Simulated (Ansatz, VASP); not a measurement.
**One calculation of Ta, two programs**

```
Ta
1.0
    -1.64026    1.64026    1.64026
     1.64026   -1.64026    1.64026
     3.28052    3.28052    0.00000
Ta
2
Cartesian
  0.0000 0.0000 0.0750
  1.6403 1.6403 1.5653
```

Change from the starting cell: mode 6 (147.1 1/cm) frozen in, largest displacement +0.075 Å.

Alike in both runs: task single point; functional PBEsol; k mesh 22 × 22 × 14; occupations gaussian, width 0.15 eV; no spin polarisation.

```csv
,VASP,Ansatz
version,VASP 6.6.1,Ansatz 0.2.0
potentials or method,"VASP PAW PBE potentials, release 64 (Ta_pv), cutoff 520 eV","scalar-relativistic, plane waves, PAW"
valence electrons in the cell,22,26
```

```csv
,VASP,Ansatz,Ansatz less VASP
gap on the k mesh at the Fermi level (eV),none,none,-
pressure (GPa),0.8,0.6,-0.19
"traceless stress, the component that is largest in VASP (GPa)",0.79,0.77,-0.013
rms of the force components (eV/Å),0.580,0.579,-0.0010
```

VASP's potentials were made for PBE, not for PBEsol. Atom by atom the forces differ by 0.001 eV/Å (rms over components). A gap of «none» marks a metal or a gap that the smearing closes. VASP's potentials hold 22 valence electrons a cell and Ansatz's 26, so a difference there can come from the potentials and not from the codes.

Neither program's run includes spin-orbit coupling.
